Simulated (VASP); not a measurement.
Write the native input for VASP 6.6.1 that does the following.

```yaml
Task: single point
Functional: PBE
Potentials_or_basis: VASP PAW PBE potentials, release 64 (Al, Cu)
Cutoff: 520 eV
k_mesh: 10 × 10 × 14
Occupations: gaussian, width 0.15 eV
Spin: no spin polarisation
Dipole_correction: no
Further_INCAR_settings: ALGO = Normal; EDIFF = 1e-06; NBANDS = 16
```

The structure of Al2Cu lies in POSCAR:

```
Al2Cu
1.0
    3.8327000000      0.0000000000      0.0000000000
    0.0000000000      3.8327000000      0.0000000000
    0.0000000000      0.0000000000      3.1155000000
Al Cu
2 1
Direct
    0.5000000000      0.0000000000      0.5000000000
    0.0000000000      0.5000000000      0.5000000000
    0.0000000000      0.0000000000      0.0000000000
```

These files were run (other wordings do the same):

INCAR

```
  ALGO = Normal
  EDIFF = 1E-6
  ENCUT = 520
  GGA = PE
  ISIF = 2
  ISMEAR = 0
  LASPH = T
  LCHARG = F
  LREAL = F
  LWAVE = F
  NBANDS = 16
  NELM = 60
  PREC = Accurate
  SIGMA = 0.15
```

KPOINTS

```
k-points
0
Gamma
  10 10 14
```

Potentials or basis: VASP PAW PBE potentials, release 64 (Al, Cu).

Command:

```bash
$ cat potpaw_PBE.64/Al/POTCAR potpaw_PBE.64/Cu/POTCAR > POTCAR
$ mpirun -np 1 vasp_std > vasp.out
```

It gave:

- Pressure: 8.7 GPa

It took 43 s on 1 thread of Intel(R) Xeon(R) 6975P-C (Granite Rapids) (shared host), peak memory 0.24 GiB.
